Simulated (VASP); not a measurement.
A run of VASP 6.6.1 is set up as follows.

The input INCAR:

```
PREC     = Accurate       # precision mode
ENCUT    = 520            # plane-wave cutoff, eV
EDIFF    = 1E-7           # SCF threshold, eV
ISMEAR   = -1             # smearing method
SIGMA    = 0.02           # smearing width, eV
LREAL    = F              # projectors in reciprocal space
LASPH    = T              # aspherical terms in the spheres
NELM     = 100            # most SCF steps
ALGO     = Normal         # electronic algorithm
ISIF     = 2              # what is computed and relaxed
LWAVE    = F              # write WAVECAR
LCHARG   = F              # write CHGCAR
GGA      = PE             # functional
NBANDS   = 27             # bands
```

The input KPOINTS:

```
Automatic mesh
0
Gamma
  4 4 4
```

Contents of POSCAR:

```
BaNaBr3
1.0
    6.2605717850      0.0000000000      0.0000000000
    0.0000000000      6.2605717850      0.0000000000
    0.0000000000      0.0000000000      6.5109946564
Na Ba Br
1 1 3
Direct
    0.0000000000      0.0000000000      0.0000000000
    0.5000000000      0.5000000000      0.5000000000
    0.5000000000      0.5000000000      0.0000000000
    0.5000000000      0.0000000000      0.5000000000
    0.0000000000      0.5000000000      0.5000000000
```

Potentials or basis: VASP PAW PBE potentials, release 64 (Na_pv, Ba_sv, Br).

Run with:

```sh
$ cat potpaw_PBE.64/Na_pv/POTCAR potpaw_PBE.64/Ba_sv/POTCAR potpaw_PBE.64/Br/POTCAR > POTCAR
$ mpirun -np 1 vasp_std > vasp.out
```

**Question.** Estimate the pressure.

**Answer.** -0.2 GPa.

**Question.** Predict the band gap on the k mesh.

**Answer.** 2.82 eV, indirect (least direct gap 2.98 eV).

Stress tensor (GPa, compression positive):
```
 0.21  0.00  0.00
 0.00  0.21  0.00
 0.00  0.00 -0.88
```

Caveat: the cell differs from its parent crystal (uniaxial z strain +4.0%); spin-orbit coupling is left out, which moves the levels of the heavy elements. A k mesh can miss the band edges.
